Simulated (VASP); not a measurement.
# MnPt2 (P-3m1) in VASP: notebook

Aim: see how the results for MnPt2 move with the level of theory and the settings. Levels: PBEsol, PBE. Tasks: single point.

All numbers are computed with VASP 6.6.1; they aren't measurements. Logs are shortened: lines on timing, memory, paths and dates and some standing lists are left out, and cuts for length are marked.

## 1. The cell of the first run

The structure is trigonal, space group P-3m1 (No. 164). The conventional cell has a = 2.896 Å, b = 2.896 Å, c = 6.618 Å, α = 90.00°, β = 90.00°, γ = 120.00°. Pt (site symmetry 3m) has 3 Mn at 2.68 Å and 9 Pt at 2.90 to 2.95 Å within 3.5 Å. Within 3.5 Å of Mn (site symmetry -3m) lie 6 Pt at 2.68 Å and 6 Mn at 2.90 Å.

## 2. Single point, PBEsol, collinear spin, ferromagnetic start (volume scaled by 1.04)

File INCAR:

```
PREC = Accurate
ENCUT = 520
EDIFF = 1E-7
ISMEAR = -1
SIGMA = 0.05
LREAL = F
LASPH = T
NELM = 150
ALGO = Normal
ISIF = 2
LWAVE = F
LCHARG = F
ISPIN = 2
MAGMOM = 0 0 4
LORBIT = 11
LMAXMIX = 4
GGA = PS
NBANDS = 28
```

File KPOINTS:

```
Automatic mesh
0
Gamma
  11 11 4
```

File POSCAR:

```
MnPt2
1.0
    2.8960193503      0.0000000000      0.0000000000
   -1.4480096751      2.5080263272      0.0000000000
    0.0000000000      0.0000000000      6.6184678581
Pt Mn
2 1
Direct
    0.6666666667      0.3333333333      0.3162060000
    0.3333333333      0.6666666667      0.6837940000
    0.0000000000      0.0000000000      0.0000000000
```

Potentials or basis: VASP PAW PBE potentials, release 64 (Pt, Mn_pv).

Command:

```
$ cat potpaw_PBE.64/Pt/POTCAR potpaw_PBE.64/Mn_pv/POTCAR > POTCAR
$ mpirun -np 1 vasp_std > vasp.out
```

OUTCAR:

```text
PREC = Accurate
   ENCUT = 520
   EDIFF = 1E-7
   ISMEAR = -1
   LREAL = F
   LASPH = T
   NELM = 150
   ISIF = 2
   ISPIN = 2
   LORBIT = 11
   GGA = PS

 ion  position               nearest neighbor table
   1  0.667  0.333  0.316-   3 2.68   3 2.68   3 2.68   2 2.95   2 2.95   2 2.95
   2  0.333  0.667  0.684-   3 2.68   3 2.68   3 2.68   1 2.95   1 2.95   1 2.95
   3  0.000  0.000  0.000-   1 2.68   2 2.68   2 2.68   1 2.68   1 2.68   2 2.68

  LATTYP: Found a hexagonal cell.
 ALAT       =     2.8960193503
 C/A-ratio  =     2.2853672775

  Lattice vectors:

 A1 = (   2.8960193503,   0.0000000000,   0.0000000000)
 A2 = (  -1.4480096751,   2.5080263272,   0.0000000000)
 A3 = (   0.0000000000,   0.0000000000,   6.6184678581)

Analysis of symmetry for initial positions (statically):
=====================================================================
 Subroutine PRICEL returns:
 Original cell was already a primitive cell.

 Routine SETGRP: Setting up the symmetry group for a
 hexagonal supercell.

 Subroutine GETGRP returns: Found 12 space group operations
 (whereof 12 operations were pure point group operations)
 out of a pool of 24 trial point group operations.

The static configuration has the point symmetry D_3d.

Analysis of symmetry for dynamics (positions and initial velocities):
=====================================================================
 Subroutine PRICEL returns:
 Original cell was already a primitive cell.

 Routine SETGRP: Setting up the symmetry group for a
 hexagonal supercell.

 Subroutine GETGRP returns: Found 12 space group operations
 (whereof 12 operations were pure point group operations)
 out of a pool of 24 trial point group operations.

The dynamic configuration has the point symmetry D_3d.

Analysis of structural, dynamic, and magnetic symmetry:
=====================================================================
 Subroutine PRICEL returns:
 Original cell was already a primitive cell.

 Routine SETGRP: Setting up the symmetry group for a
 hexagonal supercell.

 Subroutine GETGRP returns: Found 12 space group operations
 (whereof 12 operations were pure point group operations)
 out of a pool of 24 trial point group operations.

The overall configuration has the point symmetry D_3d.

 Subroutine INISYM returns: Found 12 space group operations
 (whereof 12 operations are pure point group operations),
 and found     1 'primitive' translations

----------------------------------------------------------------------------------------

                                     Primitive cell

  volume of cell :      48.0719

  direct lattice vectors                    reciprocal lattice vectors
     2.896019350  0.000000000  0.000000000     0.345301560  0.199359949  0.000000000
    -1.448009675  2.508026327  0.000000000     0.000000000  0.398719897  0.000000000
     0.000000000  0.000000000  6.618467858     0.000000000  0.000000000  0.151092371

  length of vectors
     2.896019350  2.896019350  6.618467858     0.398719897  0.398719897  0.151092371

  position of ions in fractional coordinates (direct lattice)
     0.666666667  0.333333333  0.316206000
     0.333333333  0.666666667  0.683794000
     0.000000000  0.000000000  0.000000000

  ion indices of the primitive-cell ions
   primitive index   ion index
                 1           1
                 2           2
                 3           3

----------------------------------------------------------------------------------------

 KPOINTS: Automatic mesh

Automatic generation of k-mesh.
 Grid dimensions read from file:
 generate k-points for:   11   11    4

 Generating k-lattice:

  Cartesian coordinates                     Fractional coordinates (reciprocal lattice)
     0.031391051  0.018123632  0.000000000     0.090909091 -0.000000000  0.000000000
     0.000000000  0.036247263  0.000000000     0.000000000  0.090909091  0.000000000
     0.000000000  0.000000000  0.037773093     0.000000000  0.000000000  0.250000000

  Length of vectors
     0.036247263  0.036247263  0.037773093

  Shift w.r.t. Gamma in fractional coordinates (k-lattice)
     0.000000000  0.000000000  0.000000000

 Subroutine IBZKPT returns following result:
 ===========================================

 Found     58 irreducible k-points:

 Following reciprocal coordinates:
            Coordinates               Weight
  0.000000  0.000000  0.000000      1.000000
  0.090909 -0.000000  0.000000      6.000000
  0.181818  0.000000  0.000000      6.000000
  0.272727 -0.000000  0.000000      6.000000
  0.363636 -0.000000  0.000000      6.000000
  0.454545  0.000000  0.000000      6.000000
[... 16 lines left out ...]
  0.000000  0.272727  0.250000      6.000000
  0.363636 -0.000000  0.250000      6.000000
 [... further k-points ...]
   k-points           NKPTS =     58   k-points in BZ     NKDIM =     58   number of bands    NBANDS=     28
   number of dos      NEDOS =    301   number of ions     NIONS =      3
   total plane-waves  NPLWV =  28800
   dimension x,y,z NGX =    24 NGY =   24 NGZ =   50
   dimension x,y,z NGXF=    48 NGYF=   48 NGZF=  100
   ions per type =               2   1
   NGX,Y,Z   is equivalent  to a cutoff of  13.78, 13.78, 12.56 a.u.
   NGXF,Y,Z  is equivalent  to a cutoff of  27.55, 27.55, 25.12 a.u.
 SYSTEM =  unknown system
   PREC   = accura    normal or accurate (medium, high low for compatibility)
   ISTART =      0    job   : 0-new  1-cont  2-samecut
   ICHARG =      2    charge: 1-file 2-atom 10-const
   ISPIN  =      2    spin polarized calculation?
   LNONCOLLINEAR =      F non collinear calculations
   LSORBIT =      F    spin-orbit coupling
   LASPH  =      T    aspherical Exc in radial PAW
   ENCUT  =  520.0 eV  38.22 Ry    6.18 a.u.   5.38  5.38 12.31*2*pi/ulx,y,z
   NELM   =    150;   NELMIN=  2; NELMDL= -5     # of ELM steps
   EDIFF  = 0.1E-06   stopping-criterion for ELM
   LREAL  =      F    real-space projection
   EDIFFG = 0.1E-05   stopping-criterion for IOM
   NSW    =      0    number of steps for IOM
   IBRION =     -1    ionic relax: 0-MD 1-quasi-New 2-CG
   NFREE  =      0    steps in history (QN), initial steepest desc. (CG)
   ISIF   =      2    stress and relaxation
   ISYM   =      2    0-nonsym 1-usesym 2-fastsym
   POTIM  = 0.5000    time-step for ionic-motion
   TEBEG  =    0.0;   TEEND  =   0.0 temperature during run
   PSTRESS=    0.0 pullay stress
   NELECT =      33.0000    total number of electrons
   NUPDOWN=      -1.0000    fix difference up-down
   EMIN   =  10.00;   EMAX   =-10.00  energy-range for DOS
   EFERMI =   0.00;   METHOD = LEGACY
   ISMEAR =    -1;   SIGMA  =   0.05  broadening in eV -4-tet -1-fermi 0-gaus
   EFERMI_NEDOS =   21; number of points for ismear=-14 and -15
   IALGO  =     38    algorithm
   IMIX   =      4    mixing-type and parameters
     AMIX     =   0.40;   BMIX     =  1.00
     AMIX_MAG =   1.60;   BMIX_MAG =  1.00
  volume/ion in A,a.u.               =      16.02       108.13
  Fermi-wavevector in a.u.,A,eV,Ry     =   1.444162  2.729070 28.376350  2.085603
  Thomas-Fermi vector in A             =   2.562488
   LORBIT       =     11    0 simple, 1 ext, 2 COOP (PROOUT), +10 PAW based schemes
   GGA     = PS    functional components
   LHFCALC =     F    Hartree Fock is set to
   AEXX    =    0.0000 exact exchange contribution
   IVDW    =     0    specifies the selected vdW correction
   LEPSILON=     F    determine dielectric tensor
   LRPA    =     F    only Hartree local field effects (RPA)
 spin polarized calculation
  energy-cutoff  :      520.00
  volume of cell :       48.07
 maximum number of plane-waves:      1345
 NGX is ok and might be reduce to    24
   NGX = 11   NGY = 11   NGZ = 25

 number of electron      33.0000012 magnetization       4.6344195

 Free energy of the ion-electron system (eV)
  ---------------------------------------------------
  ext. energy  EPLUGINS =         0.00000000
  ---------------------------------------------------
  free energy    TOTEN  =       -23.81478783 eV

  energy without entropy =      -23.79829989  energy(sigma->0) =      -23.80654386

 E-fermi :   8.7733     XC(G=0): -12.7649

 val. band max:        8.7675375839   @ k =   0.0000   0.4545   0.2500
 cond. band min:       8.7752588454   @ k =   0.4545   0.0000   0.2500
 fundamental gap:      0.0077212615
 Fermi energy:         8.7733291905

 spin component 1

 k-point     1 :       0.0000    0.0000    0.0000
  band No.  band energies     occupation
      1     -40.8897      1.00000
      2     -40.8897      1.00000
      3     -40.8727      1.00000
      4      -0.2542      1.00000
      5       2.0707      1.00000
      6       3.1298      1.00000
[... 20 lines left out ...]
     27      27.2195      0.00000
     28      27.2199      0.00000

 k-point     2 :       0.0909   -0.0000    0.0000
  band No.  band energies     occupation
      1     -40.8987      1.00000
      2     -40.8919      1.00000
      3     -40.8716      1.00000
      4      -0.0027      1.00000
      5       2.3193      1.00000
      6       3.2985      1.00000
[... 20 lines left out ...]
     27      25.4314      0.00000
     28      25.7633      0.00000

 k-point     3 :       0.1818    0.0000    0.0000
  band No.  band energies     occupation
      1     -40.9229      1.00000
      2     -40.8979      1.00000
      3     -40.8686      1.00000
      4       0.7078      1.00000
      5       2.9407      1.00000
      6       3.7121      1.00000
[... 616 lines left out ...]
      3     -40.8647      1.00000
      4       1.9621      1.00000
      5       3.0669      1.00000
      6       3.6490      1.00000
[... 20 lines left out ...]
     27      23.5633      0.00000
     28      25.0296      0.00000

 k-point    24 :       0.3636   -0.0000    0.2500
  band No.  band energies     occupation
      1     -40.9834      1.00000
      2     -40.9130      1.00000
      3     -40.8611      1.00000
      4       2.4554      1.00000
      5       3.0562      1.00000
      6       3.5828      1.00000
[... 20 lines left out ...]
     27      22.4023      0.00000
     28      23.7806      0.00000

 [... further k-points ...]

 spin component 2

 k-point     1 :       0.0000    0.0000    0.0000
  band No.  band energies     occupation
      1     -36.8670      1.00000
      2     -36.8044      1.00000
      3     -36.8044      1.00000
      4       0.0249      1.00000
      5       2.2220      1.00000
      6       3.9513      1.00000
[... 20 lines left out ...]
     27      27.9753      0.00000
     28      27.9764      0.00000

 k-point     2 :       0.0909   -0.0000    0.0000
  band No.  band energies     occupation
      1     -36.8656      1.00000
      2     -36.8150      1.00000
      3     -36.8070      1.00000
      4       0.2812      1.00000
      5       2.4775      1.00000
      6       4.0993      1.00000
[... 20 lines left out ...]
     27      26.2515      0.00000
     28      26.2606      0.00000

 k-point     3 :       0.1818    0.0000    0.0000
  band No.  band energies     occupation
      1     -36.8619      1.00000
      2     -36.8433      1.00000
      3     -36.8139      1.00000
      4       1.0045      1.00000
      5       3.1342      1.00000
      6       4.4132      1.00000
[... 616 lines left out ...]
      3     -36.8230      1.00000
      4       2.2415      1.00000
      5       3.3832      1.00000
      6       4.1579      1.00000
[... 20 lines left out ...]
     27      24.1861      0.00000
     28      25.5276      0.00000

 k-point    24 :       0.3636   -0.0000    0.2500
  band No.  band energies     occupation
      1     -36.9140      1.00000
      2     -36.8525      1.00000
      3     -36.8313      1.00000
      4       2.7935      1.00000
      5       3.3907      1.00000
      6       3.9153      1.00000
[... 20 lines left out ...]
     27      22.9555      0.00000
     28      24.3203      0.00000

 [... further k-points ...]
[... 5 lines left out ...]
  --------------------------------------------------------------------------------------
  -------------------------------------------------------------------------------------
  Total       -4.6869144     -4.6869144     -4.1530215     -0.0000000      0.0000000     -0.0000000
  in kB     -156.2091934   -156.2091934   -138.4151866     -0.0000000      0.0000000     -0.0000000
  external PRESSURE =    -150.2778578 kB  Pullay stress =       0.0000000 kB

 VOLUME and BASIS-vectors are now :
 -----------------------------------------------------------------------------
  energy-cutoff  :      520.00
  volume of cell :       48.07
      direct lattice vectors                 reciprocal lattice vectors
     2.896019350  0.000000000  0.000000000     0.345301560  0.199359949  0.000000000
    -1.448009675  2.508026327  0.000000000     0.000000000  0.398719897  0.000000000
     0.000000000  0.000000000  6.618467858     0.000000000  0.000000000  0.151092371

 POSITION                                       TOTAL-FORCE (eV/Angst)
 -----------------------------------------------------------------------------------
      1.44801      0.83601      2.09280        -0.000000      0.000000     -0.040943
     -0.00000      1.67202      4.52567         0.000000     -0.000000      0.040943
      0.00000      0.00000      0.00000        -0.000000      0.000000      0.000000
 -----------------------------------------------------------------------------------
    total drift:                               -0.000000     -0.000000     -0.000000

  FREE ENERGIE OF THE ION-ELECTRON SYSTEM (eV)
  ---------------------------------------------------
  free  energy   TOTEN  =       -23.8147878332 eV

  energy  without entropy=      -23.7982998855  energy(sigma->0) =      -23.80654386

 total charge

# of ion       s       p       d       tot
------------------------------------------
    1        0.625   0.490   8.018   9.134
    2        0.625   0.490   8.018   9.134
    3        0.311   6.251   4.936  11.497
--------------------------------------------------
tot          1.561   7.231  20.972  29.764

 magnetization (x)

# of ion       s       p       d       tot
------------------------------------------
    1       -0.017  -0.001   0.323   0.304
    2       -0.017  -0.001   0.323   0.304
    3        0.017   0.025   3.786   3.828
--------------------------------------------------
tot         -0.018   0.022   4.432   4.437
```

It took 2.7 min on 1 thread of Intel Xeon Platinum 8488C (Sapphire Rapids), shared host; peak memory 0.28 GiB.

Results:

| Quantity | Value |
| --- | --- |
| Free energy | -23.8148 eV |
| Pressure | -15.0 GPa |
| Largest force | 0.041 eV/Å |
| Net moment | 4.63 μB per cell |
| Site moments | Pt +0.30; Mn +3.83 μB |
| Valence electrons inside the program's atomic spheres | Pt 9.13; Mn 11.50 |

Forces in eV/Å, atoms in the order of the input:
```
Pt   0.000  0.000 -0.041
Pt   0.000  0.000  0.041
Mn   0.000  0.000  0.000
```

Stress tensor (GPa, compression positive):
```
-15.62   0.00   0.00
  0.00 -15.62   0.00
  0.00   0.00 -13.84
```

Caveat: the cell differs from its parent crystal (volume scaled by 1.04); the PAW data sets were made with another functional, which shifts forces and pressure a little; spin-orbit coupling is left out, which moves the levels of the heavy elements.

## 3. Single point, PBE, collinear spin, zero start

This run uses another cell than the first one, of 15.41 Å³/atom, 0.962 times its volume.

File INCAR:

```
SYSTEM = MnPt2
ALGO     = Normal         ! electronic algorithm
EDIFF    = 1E-7           ! SCF threshold, eV
ENCUT    = 520            ! plane-wave cutoff, eV
GGA      = PE             ! functional
ISIF     = 2              ! what is computed and relaxed
ISMEAR   = -1             ! smearing method
ISPIN    = 2              ! spin polarisation
LASPH    = .TRUE.         ! aspherical terms in the spheres
LCHARG   = .TRUE.         ! write CHGCAR
LELF     = .TRUE.         ! ELF
LMAXMIX  = 4              ! l up to which the mixer works
LORBIT   = 11             ! projections on sites
LREAL    = .FALSE.        ! projectors in reciprocal space
LVHAR    = .TRUE.       
LWAVE    = .FALSE.        ! write WAVECAR
MAGMOM   = 0 0 0          ! initial moments
NBANDS   = 28             ! bands
NELM     = 150            ! most SCF steps
NUPDOWN  = 0.0            ! fixed moment
PREC     = Accurate       ! precision mode
SIGMA    = 0.05           ! smearing width, eV
```

File KPOINTS:

```
k-points
0
G
  9 9 4
  0 0 0
```

File POSCAR:

```
MnPt2
1.0
    2.8584044518      0.0000000000      0.0000000000
   -1.4292022259      2.4754508696      0.0000000000
    0.0000000000      0.0000000000      6.5325040000
Pt Mn
2 1
Direct
    0.6666666667      0.3333333333      0.3162060000
    0.3333333333      0.6666666667      0.6837940000
    0.0000000000      0.0000000000      0.0000000000
```

Potentials or basis: VASP PAW PBE potentials, release 64 (Pt, Mn_pv).

Command:

```
$ cat potpaw_PBE.64/Pt/POTCAR potpaw_PBE.64/Mn_pv/POTCAR > POTCAR
$ mpirun -np 1 vasp_std > vasp.out
```

Run time: 82 s. Hardware: 1 thread of AMD EPYC 9R45 (Zen 5), shared host; peak memory 0.22 GiB.

Results (log left out):

| Quantity | Value |
| --- | --- |
| Free energy | -20.9109 eV |
| Pressure | -17.2 GPa |
| Largest force | 0.325 eV/Å |
| Net moment | 0.00 μB per cell |
| Valence electrons inside the program's atomic spheres | Pt 9.17; Mn 11.57 |

Forces in eV/Å, atoms in the order of the input:
```
Pt   0.000  0.000 -0.325
Pt   0.000  0.000  0.325
Mn   0.000  0.000  0.000
```

Stress tensor (GPa, compression positive):
```
-21.19   0.00   0.00
  0.00 -21.19   0.00
  0.00   0.00  -9.21
```

Caveat: spin-orbit coupling is left out, which moves the levels of the heavy elements; the total moment is fixed, so each spin has its own Fermi level.
